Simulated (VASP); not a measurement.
The system is YPtC4N4.

```
Y Pt C N
1.0
     6.11645    0.00000    0.00000
     0.00000    6.11645    0.00000
     0.00000    0.00000    6.11645
Y Pt C N
1 1 4 4
Direct
  0.50000 0.50000 0.50000
  0.00000 0.00000 0.00000
  0.18095 0.18095 0.18095
  0.18095 0.81905 0.81905
  0.81905 0.18095 0.81905
  0.81905 0.81905 0.18095
  0.29139 0.29139 0.29139
  0.29139 0.70861 0.70861
  0.70861 0.29139 0.70861
  0.70861 0.70861 0.29139
```

```yaml
Program: VASP 6.6.1
Task: relaxation of cell and atoms
Functional: PBE
Potentials_or_basis: VASP PAW PBE potentials, release 64 (Y_sv, Pt, C, N)
Cutoff: 600 eV
k_mesh: 4 × 4 × 4
Occupations: gaussian, width 0.1 eV
Spin: no spin polarisation
```

At the start: pressure 5.4 GPa; volume 22.88 Å³/atom.

Question: How do energy, volume and symmetry change on relaxing?

Answer: Over 11 steps the energy falls by 26.0 meV/atom and the volume is 24.32 Å³/atom (+6.3 %); space group P-43m (No. 215, to 0.1 Å) before and after.

The path:
```csv
step,energy change (eV),largest force (eV/Å),pressure (GPa),volume (Å³)
1,0.0000,1.8013,5.43,228.82
2,3.0750,9.3581,-9.62,255.50
3,-0.0898,1.8255,2.08,232.35
4,-0.0927,1.5521,2.47,231.86
5,-0.1880,0.3424,-1.92,252.91
6,-0.2575,0.3023,-0.41,244.08
7,-0.2575,0.3229,-0.36,243.83
8,-0.1854,2.0408,2.21,240.70
9,-0.2592,0.0598,-0.04,243.41
10,-0.2592,0.0655,-0.04,243.40
11,-0.2598,0.0340,-0.01,243.22
```

Final structure:
```yaml
crystal:
  lattice:
    - [6.24211, 0.00000, 0.00000]
    - [0.00000, 6.24211, 0.00000]
    - [0.00000, 0.00000, 6.24211]
  atoms:
    - { symbol: Y, position: [0.50000, 0.50000, 0.50000] }
    - { symbol: Pt, position: [0.00000, 0.00000, 0.00000] }
    - { symbol: C, position: [0.18331, 0.18331, 0.18331] }
    - { symbol: C, position: [0.18331, 0.81669, 0.81669] }
    - { symbol: C, position: [0.81669, 0.18331, 0.81669] }
    - { symbol: C, position: [0.81669, 0.81669, 0.18331] }
    - { symbol: N, position: [0.29315, 0.29315, 0.29315] }
    - { symbol: N, position: [0.29315, 0.70685, 0.70685] }
    - { symbol: N, position: [0.70685, 0.29315, 0.70685] }
    - { symbol: N, position: [0.70685, 0.70685, 0.29315] }
```
